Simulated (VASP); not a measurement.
BeS:

```xyz
2
Lattice="0.0000 2.4352 2.4352 2.4352 0.0000 2.4352 2.4352 2.4352 0.0000" Properties=species:S:1:pos:R:3 pbc="T T T"
Be    0.0000    0.0000    0.0000
S     3.6527    3.6527    3.6527
```

Base run:

* Program: VASP 6.6.1
* Functional: PBEsol
* Potentials or basis: VASP PAW PBE potentials, release 64 (Be, S)
* Cutoff: 600 eV
* k mesh: 8 × 8 × 8
* Occupations: gaussian, width 0.1 eV
* Spin: no spin polarisation

Its results: band gap on the k mesh 2.96 eV, indirect (least direct gap 5.59 eV); pressure -1.7 GPa.

**Question.** After a change of settings the same cell gave: band gap on the k mesh 3.43 eV, indirect (least direct gap 5.80 eV); pressure 3.1 GPa. Which change was it?
A. functional from PBEsol to PBE; k mesh from 8 × 8 × 8 to 2 × 2 × 2
B. functional from PBEsol to PBE; occupations from gaussian, width 0.1 eV to tetrahedron
C. functional from PBEsol to BLYP
D. functional from PBEsol to PBE; k mesh from 8 × 8 × 8 to 4 × 4 × 4

**Answer.** C.

BLYP binds less tightly than PBEsol, so the same cell stands under more pressure.

Caveats: the PAW data sets were made with another functional, which shifts forces and pressure a little.
